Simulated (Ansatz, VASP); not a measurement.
**P7Ru in VASP and in Ansatz**

```
P Ru
1.0
     0.00000    3.85142    3.85142
     3.85142    0.00000    3.85142
     3.85142    3.85142    0.00000
P Ru
7 1
Direct
  0.00000 0.00000 0.00000
  0.00000 0.50000 0.00000
  0.50000 0.00000 0.00000
  0.00000 0.50000 0.50000
  0.50000 0.00000 0.50000
  0.00000 0.00000 0.50000
  0.50000 0.50000 0.00000
  0.50000 0.50000 0.50000
```

Change from the starting cell: species swapped into the CuPt7 type (Fm-3m, No. 225).

Alike in both runs: functional PBE; k mesh 4 × 4 × 4; occupations gaussian, width 0.1 eV; no spin polarisation.

Ansatz relaxed the structure, and its values are those at the end. VASP's run is a single point on that final structure, the one shown.

|  | VASP | Ansatz |
| --- | --- | --- |
| version | VASP 6.6.1 | Ansatz 0.2.0 |
| potentials or method | VASP PAW PBE potentials, release 64 (P, Ru_pv), cutoff 520 eV | scalar-relativistic, plane waves, PAW |
| valence electrons in the cell | 49 | 51 |

|  | VASP | Ansatz | Ansatz less VASP |
| --- | --- | --- | --- |
| gap on the k mesh at the Fermi level (eV) | none | none | - |
| pressure (GPa) | -0.1 | 0.0 | +0.15 |

A gap of «none» marks a metal or a gap that the smearing closes. With one functional, cell and mesh, what is left measures potentials, basis and numerics. VASP's potentials hold 49 valence electrons a cell and Ansatz's 51, so a difference there can come from the potentials and not from the codes.
